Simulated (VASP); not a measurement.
Write the native input for VASP 6.6.1 that does the following.

* Task: electric field gradients
* Functional: PBEsol
* Potentials or basis: VASP PAW PBE potentials, release 64 (Sn_d, Se)
* Cutoff: 520 eV
* k mesh: 7 × 7 × 7
* Occupations: fermi-dirac, width 0.01 eV
* Spin: no spin polarisation
* Dipole correction: no
* Further INCAR settings: ALGO = Normal; EDIFF = 1e-08; NBANDS = 17

The structure of SnSe lies in POSCAR:

```
SnSe
1.0
    0.0000000000      3.0200000735      3.0200000735
    3.0200000735      0.0000000000      3.0200000735
    3.0200000735      3.0200000735      0.0000000000
Sn Se
1 1
Direct
    0.0000000000      0.0000000000      0.0000000000
    0.5000000000      0.5000000000      0.5000000000
```

This cell differs from its parent crystal: volume scaled by 1.01.

The input as run:

INCAR

```
SYSTEM = SnSe
  PREC = Accurate
  ENCUT = 520
  EDIFF = 1E-8
  ISMEAR = -1
  SIGMA = 0.01
  LREAL = .False.
  LASPH = .True.
  NELM = 100
  ALGO = Normal
  ISIF = 2
  LWAVE = .False.
  LCHARG = .False.
  GGA = PS
  LEFG = .True.
  NBANDS = 17
```

KPOINTS

```
regular mesh
0
Gamma
  7 7 7
  0 0 0
```

Potentials or basis: VASP PAW PBE potentials, release 64 (Sn_d, Se).

Launch:

```console
$ cat potpaw_PBE.64/Sn_d/POTCAR potpaw_PBE.64/Se/POTCAR > POTCAR
$ mpirun -np 1 vasp_std > vasp.out
```

Results of the run:

* Pressure: -2.3 GPa

Caveat: without QUAD_EFG the Cq values of the log hold for a quadrupole moment of 1 mb, not for the nuclei; the PAW data sets were made with another functional, which shifts forces and pressure a little.

Run time: 17 s on 1 thread of Intel Xeon 6975P-C, on a shared host, peak memory 0.18 GiB.
